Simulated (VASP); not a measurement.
Set up this calculation in VASP 6.6.1, as the native input.

| Quantity | Value |
| --- | --- |
| Task | single point |
| Functional | PBE |
| Potentials or basis | VASP PAW PBE potentials, release 64 (Hf_pv, O) |
| Cutoff | 520 eV |
| k mesh | 4 × 4 × 4 |
| Occupations | gaussian, width 0.01 eV |
| Spin | no spin polarisation |
| Dipole correction | no |
| Further INCAR settings | ALGO = Normal; EDIFF = 1e-07; NBANDS = 18 |

The structure of HfO2 lies in POSCAR:

```
HfO2
1.0
    0.0000000000      2.5575000000      2.5575000000
    2.5575000000      0.0000000000      2.5575000000
    2.5575000000      2.5575000000      0.0000000000
Hf O
1 2
Direct
    0.0000000000      0.0000000000      0.0000000000
    0.2500000000      0.2500000000      0.2500000000
    0.7500000000      0.7500000000      0.7500000000
```

One way to write it, as run:

INCAR

```
SYSTEM = HfO2
PREC     = Accurate       ! precision mode
ENCUT    = 520            ! plane-wave cutoff, eV
EDIFF    = 1E-7           ! SCF threshold, eV
ISMEAR   = 0              ! smearing method
SIGMA    = 0.01           ! smearing width, eV
LREAL    = .False.        ! projectors in reciprocal space
LASPH    = .True.         ! aspherical terms in the spheres
NELM     = 100            ! most SCF steps
ALGO     = Normal         ! electronic algorithm
ISIF     = 2              ! what is computed and relaxed
LWAVE    = .False.        ! write WAVECAR
LCHARG   = .False.        ! write CHGCAR
GGA      = PE             ! functional
NBANDS   = 18             ! bands
```

KPOINTS

```
regular mesh
0
Gamma
  4 4 4
  0 0 0
```

Potentials or basis: VASP PAW PBE potentials, release 64 (Hf_pv, O).

The run is started by

```bash
$ cat potpaw_PBE.64/Hf_pv/POTCAR potpaw_PBE.64/O/POTCAR > POTCAR
$ mpirun -np 1 vasp_std > vasp.out
```

Results of the run:

```yaml
Pressure: -6.0 GPa
Band_gap_on_the_k_mesh: 3.73 eV, direct
```

Caveat: the k points lie up to 0.53 Å⁻¹ apart; spin-orbit coupling is left out, which moves the levels of the heavy elements.

It took 14 s on 1 thread of Intel Xeon 8259CL, with other jobs on the host, peak memory 0.16 GiB.
